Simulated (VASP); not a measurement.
A run of VASP 6.6.1 is set up as follows.

Contents of POSCAR:

```
MgS
1.0
    0.0000000000      2.6015177399      2.6015177399
    2.6015177399      0.0000000000      2.6015177399
    2.6015177399      2.6015177399      0.0000000000
Mg S
1 1
Direct
    0.0000000000      0.0000000000      0.0000000000
    0.5000000000      0.5000000000      0.5000000000
```

File INCAR.step1:

```
SYSTEM = MgS
PREC = Accurate
ENCUT = 920
ISMEAR = 1
SIGMA = 0.5
LREAL = .FALSE.
LASPH = .TRUE.
NELM = 120
NBANDS = 15
GGA = PE
ALGO = Normal
EDIFF = 1E-5
LWAVE = .TRUE.
LCHARG = .FALSE.
GGA_COMPAT = .FALSE.
```

File INCAR.step2:

```
SYSTEM = MgS
PREC = Accurate
ENCUT = 920
EDIFF = 1E-6
ISMEAR = 1
SIGMA = 0.5
LREAL = .FALSE.
LASPH = .TRUE.
NELM = 120
ALGO = Normal
ISIF = 2
LWAVE = .FALSE.
LCHARG = .FALSE.
METAGGA = R2SCAN
LMIXTAU = .TRUE.
NBANDS = 15
ISTART = 1
GGA_COMPAT = .FALSE.
```

File KPOINTS:

```
regular mesh
0
G
  6 6 6
  0 0 0
```

Potentials or basis: VASP PAW PBE potentials, release 64 (Mg_sv, S).

Command:

```console
$ cat potpaw_PBE.64/Mg_sv/POTCAR potpaw_PBE.64/S/POTCAR > POTCAR
$ cp INCAR.step1 INCAR
$ mpirun -np 1 vasp_std > vasp.out
$ cp INCAR.step2 INCAR
$ mpirun -np 1 vasp_std > vasp.out
```

(1) Estimate the band gap on the k mesh.

(2) Estimate the pressure.

Answers

(1) 3.50 eV (least direct gap 4.66 eV).

(2) 0.0 GPa.

Caveat: the PAW data sets were made with another functional, which shifts forces and pressure a little.
